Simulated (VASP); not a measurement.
Here is a VASP 6.6.1 calculation.

Contents of INCAR:

```
SYSTEM = Sb
PREC = Accurate ; ENCUT = 520
EDIFF = 1E-7 ; ISMEAR = -1
SIGMA = 0.05 ; LREAL = .FALSE.
LASPH = .TRUE. ; NELM = 100
ALGO = Normal ; ISIF = 2
LWAVE = .FALSE. ; LCHARG = .TRUE.
GGA = PS ; LELF = .TRUE.
LVHAR = .TRUE. ; NBANDS = 18
```

File KPOINTS:

```
Automatic mesh
0
G
  6 6 4
  0 0 0
```

File POSCAR:

```
Sb
1.0
    4.4352720244      0.0000000000      0.0000000000
    0.0000000000      4.3308481452      0.0000000000
   -1.2935620687      0.0000000000      6.2344268918
Sb
4
Direct
    0.3399300000      0.2500000000      0.6836700000
    0.9366380000      0.7500000000      0.7627580000
    0.0633620000      0.2500000000      0.2372420000
    0.6600700000      0.7500000000      0.3163300000
```

Potentials or basis: VASP PAW PBE potentials, release 64 (Sb).

Launch:

```bash
$ cat potpaw_PBE.64/Sb/POTCAR > POTCAR
$ mpirun -np 1 vasp_std > vasp.out
```

**Question.** Estimate the band gap on the k mesh.

**Answer.** Zero (band 10 reaches 7.33 eV, above the bottom of band 11 at 6.60 eV).

**Question.** Predict the largest force.

**Answer.** 0.422 eV/Å.

**Question.** What does it give for the pressure?

**Answer.** 1.0 GPa.

Forces in eV/Å, atoms in the order of the input:
```
Sb   0.278  0.000  0.318
Sb  -0.082  0.000  0.345
Sb   0.082  0.000 -0.345
Sb  -0.278  0.000 -0.318
```

Caveat: the PAW data sets were made with another functional, which shifts forces and pressure a little; spin-orbit coupling is left out, which moves the levels of the heavy elements.
